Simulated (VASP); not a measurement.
A run of VASP 6.6.1:

INCAR

```
SYSTEM = Au
PREC     = Accurate       ! precision mode
ENCUT    = 520            ! plane-wave cutoff, eV
EDIFF    = 1E-7           ! SCF threshold, eV
ISMEAR   = -1             ! smearing method
SIGMA    = 0.1            ! smearing width, eV
LREAL    = .FALSE.        ! projectors in reciprocal space
LASPH    = .TRUE.         ! aspherical terms in the spheres
NELM     = 80             ! most SCF steps
ALGO     = Normal         ! electronic algorithm
ISIF     = 2              ! what is computed and relaxed
LWAVE    = .FALSE.        ! write WAVECAR
LCHARG   = .FALSE.        ! write CHGCAR
GGA      = B5             ! functional
ALDAX    = 1.0          
AGGAX    = 1.0          
AGGAC    = 1.0          
ALDAC    = 0.0          
NBANDS   = 12             ! bands
```

File KPOINTS:

```
Automatic mesh
0
G
  15 15 15
  0 0 0
```

POSCAR

```
Au
1.0
   -1.7193936857      1.7193936857      1.7193936857
    1.7193936857     -1.7193936857      1.7193936857
    1.7193936857      1.7193936857     -1.7193936857
Au
1
Direct
    0.0000000000      0.0000000000      0.0000000000
```

Potentials or basis: VASP PAW PBE potentials, release 64 (Au).

Command:

```bash
$ cat potpaw_PBE.64/Au/POTCAR > POTCAR
$ mpirun -np 1 vasp_std > vasp.out
```

Hardware: 1 thread of Intel(R) Xeon(R) Platinum 8375C CPU @ 2.90GHz (Ice Lake), with other jobs on the host.

Task: Estimate the wall time of this run.

Result: Wall time 32 s on 1 thread of Intel(R) Xeon(R) Platinum 8375C CPU @ 2.90GHz (Ice Lake) (shared host), peak memory 0.16 GiB. Counts: scf iterations 12, k points 120.
